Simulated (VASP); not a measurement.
Wanted: the native input for a VASP 6.6.1 run.

- Task: relaxation of cell and atoms
- Functional: PBE
- Potentials or basis: VASP PAW PBE potentials, release 64 (Si, Bi_d, Te)
- Cutoff: 600 eV
- k mesh: 5 × 5 × 1
- Occupations: gaussian, width 0.2 eV
- Spin: no spin polarisation
- Dipole correction: no
- Further INCAR settings: ALGO = Normal; EDIFF = 1e-06; IBRION = 2; EDIFFG = -0.08; NSW = 36; ISIF = 3

The structure of SiBi2Te5 lies in POSCAR:

```
SiBi2Te5
1.0
    4.1800000000      0.0000000000      0.0000000000
   -2.0900000000      3.6199861900      0.0000000000
    0.0000000000      0.0000000000     15.8000000000
Si Bi Te
1 2 5
Direct
    0.0000000000      0.0000000000      0.0000000000
    0.3333333300      0.6666666700      0.7820000000
    0.6666666700      0.3333333300      0.2180000000
    0.3333333300      0.6666666700      0.1080000000
    0.6666666700      0.3333333300      0.8920000000
    0.0000000000      0.0000000000      0.6650000000
    0.0000000000      0.0000000000      0.3350000000
    0.3333333300      0.6666666700      0.5000000000
```

One way to write it, as run:

INCAR

```
SYSTEM = SiBi2Te5
ALGO = Normal
EDIFF = 1E-6
EDIFFG = -0.08
ENCUT = 600
GGA = PE
IBRION = 2
ISIF = 3
ISMEAR = 0
LASPH = .True.
LCHARG = .False.
LREAL = .False.
LWAVE = .False.
NELM = 80
NSW = 36
PREC = Accurate
SIGMA = 0.2
```

KPOINTS

```
k-points
0
Gamma
  5 5 1
  0 0 0
```

Potentials or basis: VASP PAW PBE potentials, release 64 (Si, Bi_d, Te).

Command:

```bash
$ cat potpaw_PBE.64/Si/POTCAR potpaw_PBE.64/Bi_d/POTCAR potpaw_PBE.64/Te/POTCAR > POTCAR
$ mpirun -np 1 vasp_std > vasp.out
```

It gave:

```
Relaxed volume                        : 31.49 Å³/atom
Relaxed cell                          : a = 4.222 Å, b = 4.222 Å, c = 16.323 Å, α = 90.00°, β = 90.00°, γ = 120.00°
Space group after relaxing (to 0.1 Å) : P3m1 (No. 156)
Energy gained by relaxing             : 154.0 meV/atom
Ionic steps                           : 18
Pressure after relaxing               : -0.1 GPa
Largest force after relaxing          : 0.071 eV/Å
Band gap on the k mesh                : zero (bands 32 and 33 overlap by 0.14 eV)
```

Caveat: the k points lie up to 0.38 Å⁻¹ apart in the final cell; spin-orbit coupling is left out, which moves the levels of the heavy elements; the relaxation stopped at a loose force limit of 0.08 eV/Å, so its end isn't a converged minimum.

Run time: 8.8 min on 1 thread of AMD EPYC 9R45 (Zen 5), on a shared host, peak memory 0.42 GiB.
